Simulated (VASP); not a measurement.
Crystal: Al.

```
Al
1.0
     2.72184    0.00000    0.00000
     0.00000    2.72184    0.00000
     0.00000    0.00000    2.72184
Al
1
Direct
  0.00000 0.00000 0.00000
```

Base run:

* Program: VASP 6.6.1
* Functional: PBE
* Potentials or basis: VASP PAW PBE potentials, release 64 (Al)
* Cutoff: 520 eV
* k mesh: 13 × 13 × 13
* Occupations: fermi-dirac, width 0.1 eV
* Spin: no spin polarisation

Its results: pressure 0.0 GPa.

**Question.** The run is repeated on the same cell with these changes: cutoff from 520 eV to 500 eV; k mesh from 13 × 13 × 13 to 6 × 6 × 6. What comes out?

**Answer.** Pressure 0.4 GPa.

Caveats: some runs use coarse meshes.
